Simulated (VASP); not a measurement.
# SnTe (I4/mmm) in VASP: notebook, part 2 of 2

VASP 6.6.1. The steps go on from the part before.

**3. Single point, PBEsol (strain -0.0150 x Voigt [0, 1, 0, 0, 0, 0])**

INCAR reads:

```
ALGO     = Normal         # electronic algorithm
EDIFF    = 1E-6           # SCF threshold, eV
ENCUT    = 520            # plane-wave cutoff, eV
GGA      = PS             # functional
ISIF     = 2              # what is computed and relaxed
ISMEAR   = 0              # smearing method
LASPH    = T              # aspherical terms in the spheres
LCHARG   = F              # write CHGCAR
LREAL    = F              # projectors in reciprocal space
LWAVE    = F              # write WAVECAR
NBANDS   = 17             # bands
NELM     = 100            # most SCF steps
PREC     = Accurate       # precision mode
SIGMA    = 0.03           # smearing width, eV
```

KPOINTS reads:

```
k-points
0
Gamma
  10 10 10
```

POSCAR reads:

```
SnTe
1.0
    0.0000000000      3.1091525000      3.1565000000
    3.1565000000      0.0000000000      3.1565000000
    3.1565000000      3.1091525000      0.0000000000
Sn Te
1 1
Direct
    0.0000000000      0.0000000000      0.0000000000
    0.5000000000      0.5000000000      0.5000000000
```

Potentials or basis: VASP PAW PBE potentials, release 64 (Sn_d, Te).

Started as:

```console
$ cat potpaw_PBE.64/Sn_d/POTCAR potpaw_PBE.64/Te/POTCAR > POTCAR
$ mpirun -np 1 vasp_std > vasp.out
```

OUTCAR:

```text
EDIFF = 1E-6
   ENCUT = 520
   GGA = PS
   ISIF = 2
   ISMEAR = 0
   LASPH = T
   LREAL = F
   NELM = 100
   PREC = Accurate

 ion  position               nearest neighbor table
   1  0.000  0.000  0.000-   2 3.11   2 3.11   2 3.16   2 3.16   2 3.16   2 3.16
   2  0.500  0.500  0.500-   1 3.11   1 3.11   1 3.16   1 3.16   1 3.16   1 3.16

  LATTYP: Found a body centered tetragonal cell.
 ALAT       =     4.4639651096
 C/A-ratio  =     1.3930003589

  Lattice vectors:

 A1 = (   0.0000000000,  -3.1091525000,   3.1565000000)
 A2 = (   0.0000000000,  -3.1091525000,  -3.1565000000)
 A3 = (   3.1565000000,   3.1091525000,   0.0000000000)

Analysis of symmetry for initial positions (statically):
=====================================================================
 Subroutine PRICEL returns:
 Original cell was already a primitive cell.

 Routine SETGRP: Setting up the symmetry group for a
 body centered tetragonal supercell.

 Subroutine GETGRP returns: Found 16 space group operations
 (whereof 16 operations were pure point group operations)
 out of a pool of 16 trial point group operations.

The static configuration has the point symmetry D_4h.

Analysis of symmetry for dynamics (positions and initial velocities):
=====================================================================
 Subroutine PRICEL returns:
 Original cell was already a primitive cell.

 Routine SETGRP: Setting up the symmetry group for a
 body centered tetragonal supercell.

 Subroutine GETGRP returns: Found 16 space group operations
 (whereof 16 operations were pure point group operations)
 out of a pool of 16 trial point group operations.

The dynamic configuration has the point symmetry D_4h.

 Subroutine INISYM returns: Found 16 space group operations
 (whereof 16 operations are pure point group operations),
 and found     1 'primitive' translations

----------------------------------------------------------------------------------------

                                     Primitive cell

  volume of cell :      61.9560

  direct lattice vectors                    reciprocal lattice vectors
     0.000000000  3.109152500  3.156500000    -0.158403295  0.160815528  0.158403295
     3.156500000  0.000000000  3.156500000     0.158403295 -0.160815528  0.158403295
     3.156500000  3.109152500  0.000000000     0.158403295  0.160815528 -0.158403295

  length of vectors
     4.430611867  4.463965110  4.430611867     0.275762292  0.275762292  0.275762292

  position of ions in fractional coordinates (direct lattice)
     0.000000000  0.000000000  0.000000000
     0.500000000  0.500000000  0.500000000

  ion indices of the primitive-cell ions
   primitive index   ion index
                 1           1
                 2           2

----------------------------------------------------------------------------------------

 KPOINTS: k-points

Automatic generation of k-mesh.
 Grid dimensions read from file:
 generate k-points for:   10   10   10

 Generating k-lattice:

  Cartesian coordinates                     Fractional coordinates (reciprocal lattice)
    -0.015840329  0.016081553  0.015840329     0.100000000  0.000000000  0.000000000
     0.015840329 -0.016081553  0.015840329     0.000000000  0.100000000  0.000000000
     0.015840329  0.016081553 -0.015840329     0.000000000  0.000000000  0.100000000

  Length of vectors
     0.027576229  0.027576229  0.027576229

  Shift w.r.t. Gamma in fractional coordinates (k-lattice)
     0.000000000  0.000000000  0.000000000

 Subroutine IBZKPT returns following result:
 ===========================================

 Found    102 irreducible k-points:

 Following reciprocal coordinates:
            Coordinates               Weight
  0.000000  0.000000  0.000000      1.000000
  0.100000  0.000000  0.000000      8.000000
  0.200000  0.000000  0.000000      8.000000
  0.300000  0.000000 -0.000000      8.000000
  0.400000  0.000000  0.000000      8.000000
  0.500000  0.000000 -0.000000      4.000000
[... 16 lines left out ...]
  0.300000  0.300000  0.000000      4.000000
  0.400000  0.300000  0.000000     16.000000
 [... further k-points ...]
   k-points           NKPTS =    102   k-points in BZ     NKDIM =    102   number of bands    NBANDS=     17
   number of dos      NEDOS =    301   number of ions     NIONS =      2
   total plane-waves  NPLWV =  46656
   dimension x,y,z NGX =    36 NGY =   36 NGZ =   36
   dimension x,y,z NGXF=    72 NGYF=   72 NGZF=   72
   ions per type =               1   1
   NGX,Y,Z   is equivalent  to a cutoff of  13.51, 13.41, 13.51 a.u.
   NGXF,Y,Z  is equivalent  to a cutoff of  27.02, 26.81, 27.02 a.u.
 SYSTEM =  unknown system
   PREC   = accura    normal or accurate (medium, high low for compatibility)
   ISTART =      0    job   : 0-new  1-cont  2-samecut
   ICHARG =      2    charge: 1-file 2-atom 10-const
   ISPIN  =      1    spin polarized calculation?
   LNONCOLLINEAR =      F non collinear calculations
   LSORBIT =      F    spin-orbit coupling
   LASPH  =      T    aspherical Exc in radial PAW
   ENCUT  =  520.0 eV  38.22 Ry    6.18 a.u.   8.24  8.30  8.24*2*pi/ulx,y,z
   NELM   =    100;   NELMIN=  2; NELMDL= -5     # of ELM steps
   EDIFF  = 0.1E-05   stopping-criterion for ELM
   LREAL  =      F    real-space projection
   EDIFFG = 0.1E-04   stopping-criterion for IOM
   NSW    =      0    number of steps for IOM
   IBRION =     -1    ionic relax: 0-MD 1-quasi-New 2-CG
   NFREE  =      0    steps in history (QN), initial steepest desc. (CG)
   ISIF   =      2    stress and relaxation
   ISYM   =      2    0-nonsym 1-usesym 2-fastsym
   POTIM  = 0.5000    time-step for ionic-motion
   TEBEG  =    0.0;   TEEND  =   0.0 temperature during run
   PSTRESS=    0.0 pullay stress
   NELECT =      20.0000    total number of electrons
   NUPDOWN=      -1.0000    fix difference up-down
   EMIN   =  10.00;   EMAX   =-10.00  energy-range for DOS
   EFERMI =   0.00;   METHOD = LEGACY
   ISMEAR =     0;   SIGMA  =   0.03  broadening in eV -4-tet -1-fermi 0-gaus
   EFERMI_NEDOS =   21; number of points for ismear=-14 and -15
   IALGO  =     38    algorithm
   IMIX   =      4    mixing-type and parameters
     AMIX     =   0.40;   BMIX     =  1.00
     AMIX_MAG =   1.60;   BMIX_MAG =  1.00
  volume/ion in A,a.u.               =      30.98       209.05
  Fermi-wavevector in a.u.,A,eV,Ry     =   1.123027  2.122214 17.159534  1.261190
  Thomas-Fermi vector in A             =   2.259691
   LORBIT       =      0    0 simple, 1 ext, 2 COOP (PROOUT), +10 PAW based schemes
   GGA     = PS    functional components
   LHFCALC =     F    Hartree Fock is set to
   AEXX    =    0.0000 exact exchange contribution
   IVDW    =     0    specifies the selected vdW correction
   LEPSILON=     F    determine dielectric tensor
   LRPA    =     F    only Hartree local field effects (RPA)
 non-spin polarized calculation
 Gauss-broadening in eV      SIGMA  =   0.03
  energy-cutoff  :      520.00
  volume of cell :       61.96
 maximum number of plane-waves:      1691
 NGX is ok and might be reduce to    36
   NGX = 17   NGY = 17   NGZ = 17

 number of electron      19.9999997 magnetization

 Free energy of the ion-electron system (eV)
  ---------------------------------------------------
  ext. energy  EPLUGINS =         0.00000000
  ---------------------------------------------------
  free energy    TOTEN  =        -8.33478586 eV

  energy without entropy =       -8.33478585  energy(sigma->0) =       -8.33478585

 E-fermi :   6.9536     XC(G=0):  -9.6960

 val. band max:        6.8610477693   @ k =   0.5000   0.0000  -0.0000
 cond. band min:       7.0461142118   @ k =   0.5000   0.0000  -0.0000
 fundamental gap:      0.1850664425
 Fermi energy:         6.9535800003

 k-point     1 :       0.0000    0.0000    0.0000
  band No.  band energies     occupation
      1     -14.8617      2.00000
      2     -14.8571      2.00000
      3     -14.8544      2.00000
      4     -14.8506      2.00000
      5     -14.8506      2.00000
      6      -5.9674      2.00000
[... 9 lines left out ...]
     16      11.6977      0.00000
     17      13.5902      0.00000
[... 441 lines left out ...]
 k-point    24 :       0.4000    0.3000    0.0000
  band No.  band energies     occupation
      1     -14.8742      2.00000
      2     -14.8552      2.00000
      3     -14.8531      2.00000
      4     -14.8462      2.00000
      5     -14.8412      2.00000
      6      -4.7691      2.00000
[... 9 lines left out ...]
     16      16.1774      0.00000
     17      16.5557      0.00000

 [... further k-points ...]

------------------------ aborting loop because EDIFF is reached ----------------------------------------

  FORCE on cell =-STRESS in cart. coord.  units (eV):
  Direction    XX          YY          ZZ          XY          YZ          ZX
  --------------------------------------------------------------------------------------
  -------------------------------------------------------------------------------------
  Total       -0.2066658      0.6084227     -0.2066658     -0.0000000     -0.0000000      0.0000000
  in kB       -5.3443598     15.7337554     -5.3443598     -0.0000000     -0.0000000      0.0000000
  external PRESSURE =       1.6816786 kB  Pullay stress =       0.0000000 kB

 VOLUME and BASIS-vectors are now :
 -----------------------------------------------------------------------------
  energy-cutoff  :      520.00
  volume of cell :       61.96
      direct lattice vectors                 reciprocal lattice vectors
     0.000000000  3.109152500  3.156500000    -0.158403295  0.160815528  0.158403295
     3.156500000  0.000000000  3.156500000     0.158403295 -0.160815528  0.158403295
     3.156500000  3.109152500  0.000000000     0.158403295  0.160815528 -0.158403295

 POSITION                                       TOTAL-FORCE (eV/Angst)
 -----------------------------------------------------------------------------------
      0.00000      0.00000      0.00000        -0.000000      0.000000      0.000000
      3.15650      3.10915      3.15650         0.000000      0.000000     -0.000000
 -----------------------------------------------------------------------------------
    total drift:                               -0.000000      0.000000      0.000000

  FREE ENERGIE OF THE ION-ELECTRON SYSTEM (eV)
  ---------------------------------------------------
  free  energy   TOTEN  =        -8.3347858587 eV

  energy  without entropy=       -8.3347858487  energy(sigma->0) =       -8.33478585
```

It took 2.7 min on 1 thread of Intel Xeon 8259CL, shared host; peak memory 0.28 GiB.

What came out:

```
Free energy            : -8.3348 eV
Pressure               : 0.2 GPa
Band gap on the k mesh : 0.19 eV
```

Caveat: the cell differs from its parent crystal (strain -0.0150 x Voigt [0, 1, 0, 0, 0, 0]); the PAW data sets were made with another functional, which shifts forces and pressure a little; spin-orbit coupling is left out, which moves the levels of the heavy elements. A k mesh can miss the band edges.
